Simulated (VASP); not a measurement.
# NaSe3 (R-3c) in VASP: single point with PBE

Aim: the single point of NaSe3 with PBE.

Everything below comes from runs of VASP 6.6.1. Logs are shortened: lines on timing, memory, paths and dates and some standing lists are left out, and cuts for length are marked.

## (1) The cell of the first run

Symmetry: R-3c, No. 167, trigonal system. The conventional cell has a = 8.136 Å, b = 8.136 Å, c = 19.930 Å, α = 90.00°, β = 90.00°, γ = 120.00°. Within 3.9 Å of Na (site symmetry -3) lie 6 Se at 2.93 Å. Se (site symmetry 2) has 2 Na at 2.93 Å within 3.9 Å.

## (2) Single point, PBE

INCAR reads:

```
SYSTEM = NaSe3
  PREC = Accurate
  ENCUT = 520
  EDIFF = 1E-7
  ISMEAR = 0
  SIGMA = 0.1
  LREAL = .False.
  LASPH = .True.
  NELM = 80
  ALGO = Normal
  ISIF = 2
  LWAVE = .False.
  LCHARG = .False.
  GGA = PE
  NBANDS = 35
```

KPOINTS reads:

```
regular mesh
0
Gamma
  4 4 4
  0 0 0
```

POSCAR reads:

```
NaSe3
1.0
    4.0682207800      2.3487883600      6.6433767100
   -4.0682207800      2.3487883600      6.6433767100
    0.0000000000     -4.6975767200      6.6433767100
Na Se
2 6
Direct
    0.5000000000      0.5000000000      0.5000000000
    0.0000000000      0.0000000000      0.0000000000
    0.8208331900      0.2500000000      0.6791668100
    0.6791668100      0.8208331900      0.2500000000
    0.2500000000      0.6791668100      0.8208331900
    0.1791668100      0.7500000000      0.3208331900
    0.3208331900      0.1791668100      0.7500000000
    0.7500000000      0.3208331900      0.1791668100
```

Potentials or basis: VASP PAW PBE potentials, release 64 (Na_pv, Se).

Run with:

```bash
$ cat potpaw_PBE.64/Na_pv/POTCAR potpaw_PBE.64/Se/POTCAR > POTCAR
$ mpirun -np 1 vasp_std > vasp.out
```

OUTCAR:

```text
SYSTEM = NaSe3
   PREC = Accurate
   ENCUT = 520
   EDIFF = 1E-7
   ISMEAR = 0
   LREAL = .False.
   LASPH = .True.
   NELM = 80
   ISIF = 2
   GGA = PE

 ion  position               nearest neighbor table
   1  0.500  0.500  0.500-
   2  0.000  0.000  0.000-
   3  0.821  0.250  0.679-
   4  0.679  0.821  0.250-
   5  0.250  0.679  0.821-
   6  0.179  0.750  0.321-
   7  0.321  0.179  0.750-
   8  0.750  0.321  0.179-

  LATTYP: Found a face centered cubic cell.
 ALAT       =    11.5066659972

  Lattice vectors:

 A1 = (   4.0682207800,   2.3487883600,   6.6433767100)
 A2 = (  -4.0682207800,   2.3487883600,   6.6433767100)
 A3 = (   0.0000000000,  -4.6975767200,   6.6433767100)

Analysis of symmetry for initial positions (statically):
=====================================================================
 Subroutine PRICEL returns:
 Original cell was already a primitive cell.

 Routine SETGRP: Setting up the symmetry group for a
 face centered cubic supercell.

 Subroutine GETGRP returns: Found 12 space group operations
 (whereof  6 operations were pure point group operations)
 out of a pool of 48 trial point group operations.

The static configuration has the point symmetry S_6 .
 The point group associated with its full space group is D_3d.

Analysis of symmetry for dynamics (positions and initial velocities):
=====================================================================
 Subroutine PRICEL returns:
 Original cell was already a primitive cell.

 Routine SETGRP: Setting up the symmetry group for a
 face centered cubic supercell.

 Subroutine GETGRP returns: Found 12 space group operations
 (whereof  6 operations were pure point group operations)
 out of a pool of 48 trial point group operations.

The dynamic configuration has the point symmetry S_6 .
 The point group associated with its full space group is D_3d.

 Subroutine INISYM returns: Found 12 space group operations
 (whereof  6 operations are pure point group operations),
 and found     1 'primitive' translations

----------------------------------------------------------------------------------------

                                     Primitive cell

  volume of cell :     380.8803

  direct lattice vectors                    reciprocal lattice vectors
     4.068220780  2.348788360  6.643376710     0.122903851  0.070958571  0.050175287
    -4.068220780  2.348788360  6.643376710    -0.122903851  0.070958571  0.050175287
     0.000000000 -4.697576720  6.643376710     0.000000000 -0.141917143  0.050175287

  length of vectors
     8.136441555  8.136441555  8.136441553     0.150525861  0.150525861  0.150525861

  position of ions in fractional coordinates (direct lattice)
     0.500000000  0.500000000  0.500000000
     0.000000000  0.000000000  0.000000000
     0.820833190  0.250000000  0.679166810
     0.679166810  0.820833190  0.250000000
     0.250000000  0.679166810  0.820833190
     0.179166810  0.750000000  0.320833190
     0.320833190  0.179166810  0.750000000
     0.750000000  0.320833190  0.179166810

  ion indices of the primitive-cell ions
   primitive index   ion index
                 1           1
                 2           2
                 3           3
                 4           4
                 5           5
                 6           6
                 7           7
                 8           8

----------------------------------------------------------------------------------------

 KPOINTS: regular mesh

Automatic generation of k-mesh.
 Grid dimensions read from file:
 generate k-points for:    4    4    4

 Generating k-lattice:

  Cartesian coordinates                     Fractional coordinates (reciprocal lattice)
     0.030725963  0.017739643  0.012543822     0.250000000 -0.000000000  0.000000000
    -0.030725963  0.017739643  0.012543822    -0.000000000  0.250000000  0.000000000
     0.000000000 -0.035479286  0.012543822     0.000000000  0.000000000  0.250000000

  Length of vectors
     0.037631465  0.037631465  0.037631465

  Shift w.r.t. Gamma in fractional coordinates (k-lattice)
     0.000000000  0.000000000  0.000000000

 Subroutine IBZKPT returns following result:
 ===========================================

 Found     13 irreducible k-points:

 Following reciprocal coordinates:
            Coordinates               Weight
  0.000000  0.000000  0.000000      1.000000
  0.250000 -0.000000  0.000000      6.000000
  0.250000  0.250000  0.250000      2.000000
  0.500000 -0.000000  0.000000      3.000000
  0.500000  0.500000  0.500000      1.000000
  0.250000  0.250000  0.000000      6.000000
  0.500000  0.250000  0.000000     12.000000
  0.250000  0.250000 -0.250000      6.000000
  0.500000  0.250000  0.500000      6.000000
 -0.250000  0.250000  0.000000      6.000000
  0.250000  0.250000  0.500000      6.000000
  0.500000  0.500000  0.000000      3.000000
 -0.250000  0.500000  0.250000      6.000000
   k-points           NKPTS =     13   k-points in BZ     NKDIM =     13   number of bands    NBANDS=     35
   number of dos      NEDOS =    301   number of ions     NIONS =      8
   total plane-waves  NPLWV = 262144
   dimension x,y,z NGX =    64 NGY =   64 NGZ =   64
   dimension x,y,z NGXF=   128 NGYF=  128 NGZF=  128
   ions per type =               2   6
   NGX,Y,Z   is equivalent  to a cutoff of  13.08, 13.08, 13.08 a.u.
   NGXF,Y,Z  is equivalent  to a cutoff of  26.15, 26.15, 26.15 a.u.
 SYSTEM =  NaSe3
   PREC   = accura    normal or accurate (medium, high low for compatibility)
   ISTART =      0    job   : 0-new  1-cont  2-samecut
   ICHARG =      2    charge: 1-file 2-atom 10-const
   ISPIN  =      1    spin polarized calculation?
   LNONCOLLINEAR =      F non collinear calculations
   LSORBIT =      F    spin-orbit coupling
   LASPH  =      T    aspherical Exc in radial PAW
   ENCUT  =  520.0 eV  38.22 Ry    6.18 a.u.  15.13 15.13 15.13*2*pi/ulx,y,z
   NELM   =     80;   NELMIN=  2; NELMDL= -5     # of ELM steps
   EDIFF  = 0.1E-06   stopping-criterion for ELM
   LREAL  =      F    real-space projection
   EDIFFG = 0.1E-05   stopping-criterion for IOM
   NSW    =      0    number of steps for IOM
   IBRION =     -1    ionic relax: 0-MD 1-quasi-New 2-CG
   NFREE  =      0    steps in history (QN), initial steepest desc. (CG)
   ISIF   =      2    stress and relaxation
   ISYM   =      2    0-nonsym 1-usesym 2-fastsym
   POTIM  = 0.5000    time-step for ionic-motion
   TEBEG  =    0.0;   TEEND  =   0.0 temperature during run
   PSTRESS=    0.0 pullay stress
   NELECT =      50.0000    total number of electrons
   NUPDOWN=      -1.0000    fix difference up-down
   EMIN   =  10.00;   EMAX   =-10.00  energy-range for DOS
   EFERMI =   0.00;   METHOD = LEGACY
   ISMEAR =     0;   SIGMA  =   0.10  broadening in eV -4-tet -1-fermi 0-gaus
   EFERMI_NEDOS =   21; number of points for ismear=-14 and -15
   IALGO  =     38    algorithm
   IMIX   =      4    mixing-type and parameters
     AMIX     =   0.40;   BMIX     =  1.00
     AMIX_MAG =   1.60;   BMIX_MAG =  1.00
  volume/ion in A,a.u.               =      47.61       321.29
  Fermi-wavevector in a.u.,A,eV,Ry     =   0.832023  1.572295  9.418800  0.692262
  Thomas-Fermi vector in A             =   1.945009
   LORBIT       =      0    0 simple, 1 ext, 2 COOP (PROOUT), +10 PAW based schemes
   GGA     = PE    functional components
   LHFCALC =     F    Hartree Fock is set to
   AEXX    =    0.0000 exact exchange contribution
   IVDW    =     0    specifies the selected vdW correction
   LEPSILON=     F    determine dielectric tensor
   LRPA    =     F    only Hartree local field effects (RPA)
 non-spin polarized calculation
 Gauss-broadening in eV      SIGMA  =   0.10
  energy-cutoff  :      520.00
  volume of cell :      380.88
 maximum number of plane-waves:     10284
 NGX is ok and might be reduce to    64
   NGX = 31   NGY = 31   NGZ = 31

 number of electron      49.9999990 magnetization

 Free energy of the ion-electron system (eV)
  ---------------------------------------------------
  ext. energy  EPLUGINS =         0.00000000
  ---------------------------------------------------
  free energy    TOTEN  =       -15.54378009 eV

  energy without entropy =      -15.41321645  energy(sigma->0) =      -15.47849827

 E-fermi :  -2.3075     XC(G=0):  -6.2521

 val. band max:       -2.3127313106   @ k =   0.2500   0.2500  -0.2500
 cond. band min:      -2.3064911616   @ k =   0.2500   0.2500   0.0000
 fundamental gap:      0.0062401491
 Fermi energy:        -2.3074903907

 k-point     1 :       0.0000    0.0000    0.0000
  band No.  band energies     occupation
      1     -24.4206      2.00000
      2     -24.4206      2.00000
      3     -24.4195      2.00000
      4     -24.4195      2.00000
      5     -24.4188      2.00000
      6     -24.4178      2.00000
[... 27 lines left out ...]
     34       4.6943      0.00000
     35       4.7202      0.00000

 k-point     2 :       0.2500   -0.0000    0.0000
  band No.  band energies     occupation
      1     -24.4204      2.00000
      2     -24.4204      2.00000
      3     -24.4197      2.00000
      4     -24.4197      2.00000
      5     -24.4186      2.00000
      6     -24.4179      2.00000
[... 27 lines left out ...]
     34       4.5102      0.00000
     35       4.8987      0.00000

 k-point     3 :       0.2500    0.2500    0.2500
  band No.  band energies     occupation
      1     -24.4204      2.00000
      2     -24.4204      2.00000
      3     -24.4197      2.00000
      4     -24.4197      2.00000
      5     -24.4186      2.00000
      6     -24.4179      2.00000
[... 27 lines left out ...]
     34       4.6551      0.00000
     35       5.1085      0.00000
[... 305 lines left out ...]
 k-point    12 :       0.5000    0.5000    0.0000
  band No.  band energies     occupation
      1     -24.4206      2.00000
      2     -24.4204      2.00000
      3     -24.4200      2.00000
      4     -24.4195      2.00000
      5     -24.4183      2.00000
      6     -24.4180      2.00000
[... 27 lines left out ...]
     34       4.8405      0.00000
     35       4.9341      0.00000

 k-point    13 :      -0.2500    0.5000    0.2500
  band No.  band energies     occupation
      1     -24.4204      2.00000
      2     -24.4204      2.00000
      3     -24.4198      2.00000
      4     -24.4198      2.00000
      5     -24.4182      2.00000
      6     -24.4182      2.00000
[... 27 lines left out ...]
     34       4.5790      0.00000
     35       4.9817      0.00000

------------------------ aborting loop because EDIFF is reached ----------------------------------------

  FORCE on cell =-STRESS in cart. coord.  units (eV):
  Direction    XX          YY          ZZ          XY          YZ          ZX
  --------------------------------------------------------------------------------------
  -------------------------------------------------------------------------------------
  Total       -5.6954996     -5.6954996     -6.9901606      0.0000000     -0.0000000      0.0000000
  in kB      -23.9581831    -23.9581830    -29.4041889      0.0000000     -0.0000000      0.0000000
  external PRESSURE =     -25.7735184 kB  Pullay stress =       0.0000000 kB

 VOLUME and BASIS-vectors are now :
 -----------------------------------------------------------------------------
  energy-cutoff  :      520.00
  volume of cell :      380.88
      direct lattice vectors                 reciprocal lattice vectors
     4.068220780  2.348788360  6.643376710     0.122903851  0.070958571  0.050175287
    -4.068220780  2.348788360  6.643376710    -0.122903851  0.070958571  0.050175287
     0.000000000 -4.697576720  6.643376710     0.000000000 -0.141917143  0.050175287

 POSITION                                       TOTAL-FORCE (eV/Angst)
 -----------------------------------------------------------------------------------
      0.00000      0.00000      9.96507        -0.000000      0.000000     -0.000000
      0.00000      0.00000      0.00000         0.000000      0.000000     -0.000000
      2.32228     -0.67528     11.62591        -0.102335     -0.177250     -0.000000
     -0.57633      2.34879     11.62591         0.204670      0.000000      0.000000
     -1.74595     -1.67351     11.62591        -0.102335      0.177250     -0.000000
     -2.32228      0.67528      8.30422         0.102335      0.177250     -0.000000
      0.57633     -2.34879      8.30422        -0.204670     -0.000000      0.000000
      1.74595      1.67351      8.30422         0.102335     -0.177250     -0.000000
 -----------------------------------------------------------------------------------
    total drift:                                0.000000     -0.000000      0.000000

  FREE ENERGIE OF THE ION-ELECTRON SYSTEM (eV)
  ---------------------------------------------------
  free  energy   TOTEN  =       -15.5437800904 eV

  energy  without entropy=      -15.4132164491  energy(sigma->0) =      -15.47849827
```

Run time: 4.9 min. Hardware: 1 thread of Intel Xeon 6975P-C (Granite Rapids), shared host; peak memory 0.6 GiB.

Results:

* Free energy: -15.5438 eV
* Pressure: -2.6 GPa
* Largest force: 0.205 eV/Å
* Band gap on the k mesh: zero (bands 25 and 26 overlap by 0.38 eV)

Forces on the atoms (eV/Å):
```
Na   0.000  0.000  0.000
Na   0.000  0.000  0.000
Se  -0.102 -0.177  0.000
Se   0.205  0.000  0.000
Se  -0.102  0.177  0.000
Se   0.102  0.177  0.000
Se  -0.205  0.000  0.000
Se   0.102 -0.177  0.000
```
